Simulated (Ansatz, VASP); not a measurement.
## Two plane-wave programs on Ni

INCAR

```
SYSTEM = Ni
ALGO     = Normal         ! electronic algorithm
EDIFF    = 1E-6           ! SCF threshold, eV
ENCUT    = 520            ! plane-wave cutoff, eV
GGA      = CA             ! functional
ISIF     = 2              ! what is computed and relaxed
ISMEAR   = 1              ! smearing method
ISPIN    = 2              ! spin polarisation
LASPH    = .True.         ! aspherical terms in the spheres
LCHARG   = .True.         ! write CHGCAR
LELF     = .True.         ! ELF
LMAXMIX  = 4              ! l up to which the mixer works
LORBIT   = 11             ! projections on sites
LREAL    = .False.        ! projectors in reciprocal space
LVHAR    = .True.       
LWAVE    = .False.        ! write WAVECAR
MAGMOM   = 0.607          ! initial moments
NBANDS   = 15             ! bands
NELM     = 150            ! most SCF steps
PREC     = Accurate       ! precision mode
SIGMA    = 0.3            ! smearing width, eV
```

The input KPOINTS:

```
k-points
0
Gamma
  16 16 16
  0 0 0
```

The input POSCAR:

```
Ni
1.0
    0.0000000000      1.7124646296      1.7124646296
    1.7124646296      0.0000000000      1.7124646296
    1.7124646296      1.7124646296      0.0000000000
Ni
1
Direct
    0.0000000000      0.0000000000      0.0000000000
```

Input for Ansatz:

```yaml
crystal:
  lattice:
    - [0.0, 1.7124646296, 1.7124646296]
    - [1.7124646296, 0.0, 1.7124646296]
    - [1.7124646296, 1.7124646296, 0.0]
  atoms:
    - { symbol: Ni, position: [0.0, 0.0, 0.0], spin: 0.607 }
hamiltonian:
  xc: lda
  pseudopotentials:
    kind: paw
    azcp:
      Ni: "pseudopotentials/Ni.paw.azcp"
basis:
  ecutwfc: 420
  fft_grid_basis: typed
kpoints:
  mp_grid: { grid: [16, 16, 16], shift: [0, 0, 0] }
magnetization:
  spin_polarized: true
scf:
  occupations: { method: methfessel_paxton, width: 0.3 }
  lower_state_search: "off"
output:
  stress: true
```

Alike in both runs: task single point; functional LDA; k mesh 16 × 16 × 16; occupations methfessel-paxton of order 1, width 0.3 eV; collinear spin.

|  | VASP | Ansatz |
| --- | --- | --- |
| version | VASP 6.6.1 | Ansatz 0.2.0 |
| potentials or method | VASP PAW LDA potentials, release 64 (Ni), cutoff 520 eV | plane waves (420 eV) with PAW, scalar-relativistic |
| valence electrons in the cell | 10 | 18 |

VASP gave:

```
pressure (GPa)                                                : -0.5
net moment per atom (μB)                                      : 0.59
size of the moment on the site where the two differ most (μB) : 0.59
```

Task: What did Ansatz give for the same quantities?

Result: Pressure (GPa): -0.4; net moment per atom (μB): 0.60; size of the moment on the site where the two differ most (μB): 0.62.

Ansatz warns that its potentials were made for another functional, while VASP's fit it. LDA's correlation is that of Perdew and Zunger in VASP and of Perdew and Wang (1992) in Ansatz. Site moments also hang on the region over which each program counts them. VASP's potentials hold 10 valence electrons a cell and Ansatz's 18, so a difference there can come from the potentials and not from the codes. Ansatz's warnings: stability check not made.
